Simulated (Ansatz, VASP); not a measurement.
## Two plane-wave programs on MnBr2

Contents of INCAR:

```
PREC = Accurate
ENCUT = 520
EDIFF = 1E-7
ISMEAR = 0
SIGMA = 0.05
LREAL = F
LASPH = T
NELM = 150
ALGO = Normal
ISIF = 2
LWAVE = F
LCHARG = F
ISPIN = 2
MAGMOM = 0.5 0 0
LORBIT = 11
LMAXMIX = 4
LDAU = T
LDAUTYPE = 2
LDAUL = 2 -1
LDAUU = 4.9 0
LDAUJ = 0 0
LDAUPRINT = 1
GGA = CA
NBANDS = 24
```

File KPOINTS:

```
regular mesh
0
Gamma
  4 4 3
```

File POSCAR:

```
MnBr2
1.0
    3.8258920574      0.0000000000      0.0000000000
   -1.9129460287      3.3133197139      0.0000000000
    0.0000000000      0.0000000000      6.1709537350
Mn Br
1 2
Direct
    0.0000000000      0.0000000000      0.0000000000
    0.3333333333      0.6666666667      0.2434265097
    0.6666666667      0.3333333333      0.7565734903
```

Input for Ansatz:

```yaml
crystal:
  lattice:
    - [3.8258920574, 0.0, 0.0]
    - [-1.9129460287, 3.3133197139, 0.0]
    - [0.0, 0.0, 6.170953735]
  atoms:
    - { symbol: Mn, position: [0.0, 0.0, 0.0], spin: 0.5 }
    - { symbol: Br, position: [0.3333333333, 0.6666666667, 0.2434265097] }
    - { symbol: Br, position: [0.6666666667, 0.3333333333, 0.7565734903] }
basis:
  ecutwfc: 420
  ecutrho_ratio: 4
kpoints:
  mp_grid: { grid: [4, 4, 3] }
hamiltonian:
  xc: lda
  hubbard: { sites: [{ species: Mn, l: d, u_eff: 4.9 }] }
scf:
  occupations: { method: gaussian, width: 0.05 }
output:
  forces: true
  stress: true
  eigenvalues: true
  populations: true
  hubbard: { sites: [{ species: Mn, l: d }] }
magnetization:
  spin_polarized: true
```

Alike in both runs: task single point; functional LDA; k mesh 4 × 4 × 3; occupations gaussian, width 0.05 eV; collinear spin; Hubbard terms Mn d U = 4.9 eV.

|  | VASP | Ansatz |
| --- | --- | --- |
| version | VASP 6.6.1 | Ansatz 0.2.0 |
| potentials or method | VASP PAW LDA potentials, release 64 (Mn_pv, Br), cutoff 520 eV | scalar-relativistic, plane waves, PAW |
| valence electrons in the cell | 27 | 29 |

Ansatz gave:

- pressure (GPa): -0.3
- traceless stress, the component that is largest in VASP (GPa): -0.11
- rms of the force components (eV/Å): 0.004
- net moment per atom (μB): 1.67
- size of the moment on the site where the two differ most (μB): 4.53

Problem. Which values does VASP return?

Solution. Pressure (GPa): -6.9; traceless stress, the component that is largest in VASP (GPa): 0.54; rms of the force components (eV/Å): 0.443; net moment per atom (μB): 0.73; size of the moment on the site where the two differ most (μB): 2.24.

The net moments are unlike, so the other rows may belong to different states. LDA's correlation is that of Perdew and Zunger in VASP and of Perdew and Wang (1992) in Ansatz. Site moments also hang on the region over which each program counts them. The programs project onto different local orbitals, so the same U acts differently, and such runs can settle in different states. Atom by atom the forces differ by 0.440 eV/Å (rms over components). VASP's potentials hold 27 valence electrons a cell and Ansatz's 29, so a difference there can come from the potentials and not from the codes. Ansatz's warnings: stability check not made.

The k mesh is coarse, so the values compare programs but aren't converged.
